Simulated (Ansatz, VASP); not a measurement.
One calculation of BaZrO3, two programs

INCAR

```
SYSTEM = BaZrO3
PREC = Accurate
ENCUT = 600
EDIFF = 1E-6
ISMEAR = -1
SIGMA = 0.05
LREAL = .FALSE.
LASPH = .TRUE.
NELM = 150
ALGO = Normal
ISIF = 3
LWAVE = .FALSE.
LCHARG = .FALSE.
LMAXMIX = 4
LDAU = .TRUE.
LDAUTYPE = 2
LDAUL = -1 2 -1
LDAUU = 0 3 0
LDAUJ = 0 0 0
LDAUPRINT = 1
GGA = PS
IBRION = 2
NSW = 60
EDIFFG = -0.01
```

File KPOINTS:

```
regular mesh
0
G
  6 6 6
  0 0 0
```

The input POSCAR:

```
BaZrO3
1.0
    4.1913400000      0.0000000000      0.0000000000
    0.0000000000      4.1913400000      0.0000000000
    0.0000000000      0.0000000000      4.1913400000
Ba Zr O
1 1 3
Direct
    0.0000000000      0.0000000000      0.0000000000
    0.5000000000      0.5000000000      0.5000000000
    0.5000000000      0.5000000000      0.0000000000
    0.5000000000      0.0000000000      0.5000000000
    0.0000000000      0.5000000000      0.5000000000
```

Contents of input.yaml:

```yaml
crystal:
  lattice:
    - [4.19134, 0.0, 0.0]
    - [0.0, 4.19134, 0.0]
    - [0.0, 0.0, 4.19134]
  atoms:
    - { symbol: Ba, position: [0.0, 0.0, 0.0] }
    - { symbol: Zr, position: [0.5, 0.5, 0.5] }
    - { symbol: O, position: [0.5, 0.5, 0.0] }
    - { symbol: O, position: [0.5, 0.0, 0.5] }
    - { symbol: O, position: [0.0, 0.5, 0.5] }
hamiltonian:
  xc: pbesol
  pseudopotentials: { kind: paw }
  hubbard: { sites: [{ species: Zr, l: d, u_eff: 3.0 }] }
kpoints:
  mp_grid: { grid: [6, 6, 6] }
scf:
  occupations: { method: fermi_dirac, width: 0.05 }
output:
  forces: true
  stress: true
  eigenvalues: true
relax:
  f_tol: 0.01
  max_steps: 40
  cell: { stress_tol: 0.05 }
```

Alike in both runs: task relaxation of cell and atoms; functional PBEsol; k mesh 6 × 6 × 6; occupations fermi-dirac, width 0.05 eV; no spin polarisation; Hubbard terms Zr d U = 3.0 eV.

|  | VASP | Ansatz |
| --- | --- | --- |
| version | VASP 6.6.1 | Ansatz 0.2.0 |
| potentials or method | VASP PAW PBE potentials, release 64 (Ba_sv, Zr_sv, O) | Ansatz PAW |
| plane-wave cutoff (eV) | 600 | 420 |
| valence electrons in the cell | 40 | 40 |

VASP gave:

| Property | Result |
| --- | --- |
| gap on the k mesh at the Fermi level, each at its own relaxed structure (eV) | 3.49 |
| relaxed volume (Å³/atom) | 14.98 |
| relaxed length of the cell vector where the two differ most in proportion (Å) | 4.216 |

Q: Which values does Ansatz return?

A: gap on the k mesh at the Fermi level, each at its own relaxed structure (eV): 3.66; relaxed volume (Å³/atom): 14.74; relaxed length of the cell vector where the two differ most in proportion (Å): 4.193.

VASP's potentials were made for PBE, not for PBEsol. The programs project onto different local orbitals, so the same U acts differently, and such runs can settle in different states.

Spin-orbit coupling is off throughout. Noted on Ansatz's run: the plane-wave basis is chosen anew once the cell has moved, so the energies of steps on either side of that aren't comparable.
